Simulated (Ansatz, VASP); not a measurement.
One calculation of MgO, two programs

File INCAR:

```
SYSTEM = MgO
  ALGO = Normal
  EDIFF = 1E-6
  ENCUT = 520
  GGA = PE
  ISIF = 2
  ISMEAR = 0
  LASPH = .True.
  LCHARG = .False.
  LREAL = .False.
  LWAVE = .False.
  NBANDS = 11
  NELM = 80
  PREC = Accurate
  SIGMA = 0.02
```

The input KPOINTS:

```
k-points
0
Gamma
  10 10 10
  0 0 0
```

POSCAR

```
MgO
1.0
    0.0000000000      2.1268086537      2.1268086537
    2.1268086537      0.0000000000      2.1268086537
    2.1268086537      2.1268086537      0.0000000000
Mg O
1 1
Direct
    0.0000000000      0.0000000000      0.0000000000
    0.5000000000      0.5000000000      0.5000000000
```

Input for Ansatz:

```yaml
crystal:
  lattice:
    - [0.0, 2.1268086537, 2.1268086537]
    - [2.1268086537, 0.0, 2.1268086537]
    - [2.1268086537, 2.1268086537, 0.0]
  atoms:
    - { symbol: Mg, position: [0.0, 0.0, 0.0] }
    - { symbol: O, position: [0.5, 0.5, 0.5] }
basis:
  ecutwfc: 420
kpoints:
  mp_grid: { grid: [10, 10, 10] }
  band_path:
    path:
      - [[0.0, 0.0, 0.0], [0.5, 0.0, 0.5], [0.625, 0.25, 0.625]]
      - [[0.375, 0.375, 0.75], [0.0, 0.0, 0.0], [0.5, 0.5, 0.5], [0.5, 0.25, 0.75], [0.5, 0.0, 0.5]]
    npoints: 14
hamiltonian:
  xc: pbe
scf:
  occupations: { method: gaussian, width: 0.02 }
  n_extra_bands: 6
output:
  forces: true
  stress: true
  eigenvalues: true
  populations: true
  dos: { projected: true, de: 0.02, nscf_kmesh: { grid: [15, 15, 15] } }
  bader: true
  write_density: true
  write_potential: true
  elf: true
  volumetric_format: npy
```

Alike in both runs: task single point; functional PBE; k mesh 10 × 10 × 10; occupations gaussian, width 0.02 eV; no spin polarisation.

```csv
,VASP,Ansatz
version,VASP 6.6.1,Ansatz 0.2.0
potentials or method,"VASP PAW PBE potentials, release 64 (Mg, O), cutoff 520 eV","scalar-relativistic, plane waves, PAW"
valence electrons in the cell,8,16
```

VASP gave:

| Property | Result |
| --- | --- |
| gap on the k mesh at the Fermi level (eV) | 4.45 |
| least direct gap on the mesh (eV) | 4.45 |
| pressure (GPa) | -0.7 |

**Question.** Estimate Ansatz's values.

**Answer.** gap on the k mesh at the Fermi level (eV): 4.46; least direct gap on the mesh (eV): 4.46; pressure (GPa): 0.0.

VASP's potentials hold 8 valence electrons a cell and Ansatz's 16, so a difference there can come from the potentials and not from the codes.
